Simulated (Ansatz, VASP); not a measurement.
# InSb in VASP and in Ansatz

Contents of INCAR:

```
SYSTEM = InSb
PREC     = Accurate       ! precision mode
ENCUT    = 400            ! plane-wave cutoff, eV
EDIFF    = 1E-8           ! SCF threshold, eV
ISMEAR   = -1             ! smearing method
SIGMA    = 0.03           ! smearing width, eV
LREAL    = .False.        ! projectors in reciprocal space
LASPH    = .True.         ! aspherical terms in the spheres
NELM     = 120            ! most SCF steps
ALGO     = Normal         ! electronic algorithm
ISIF     = 2              ! what is computed and relaxed
LWAVE    = .False.        ! write WAVECAR
LCHARG   = .False.        ! write CHGCAR
GGA      = PE             ! functional
LEFG     = .True.       
NBANDS   = 16             ! bands
GGA_COMPAT= .False.
```

File KPOINTS:

```
regular mesh
0
Gamma
  10 10 10
  0 0 0
```

File POSCAR:

```
InSb
1.0
    0.0000000000      3.2391000000      3.2067090000
    3.2391000000      0.0000000000      3.2067090000
    3.2391000000      3.2391000000      0.0000000000
In Sb
1 1
Direct
    0.0000000000      0.0000000000      0.0000000000
    0.7500000000      0.7500000000      0.7500000000
```

Input for Ansatz:

```yaml
crystal:
  lattice:
    - [0.0, 3.2391, 3.206709]
    - [3.2391, 0.0, 3.206709]
    - [3.2391, 3.2391, 0.0]
  atoms:
    - { symbol: In, position: [0.0, 0.0, 0.0] }
    - { symbol: Sb, position: [0.75, 0.75, 0.75] }
kpoints:
  mp_grid: { grid: [10, 10, 10] }
scf:
  occupations: { method: fermi_dirac, width: 0.03 }
hamiltonian:
  xc: pbe
  pseudopotentials: { kind: all_electron, datasets: crystal }
output:
  forces: true
  stress: true
  eigenvalues: true
  efg: { contact_densities: true }
```

Change from the starting cell: zz strain of -1 %, crystal datasets.

Alike in both runs: task electric field gradients; functional PBE; k mesh 10 × 10 × 10; occupations fermi-dirac, width 0.03 eV; no spin polarisation.

```csv
,VASP,Ansatz
version,VASP 6.6.1,Ansatz 0.2.0
potentials or method,"VASP PAW PBE potentials, release 64 (In_d, Sb), cutoff 400 eV","all-electron PAW with datasets made for the crystal, scalar-relativistic"
```

```tsv
	VASP	Ansatz	Ansatz less VASP
pressure (GPa)	3.6	3.7	+0.05
traceless stress, the component that is largest in VASP (GPa)	0.16	0.16	-0.001
size of Vzz on the site where it differs most (V/Å²)	2.8	3.1	+0.24
```

Ansatz ran all-electron here, and VASP with PAW potentials.

Neither program's run includes spin-orbit coupling.
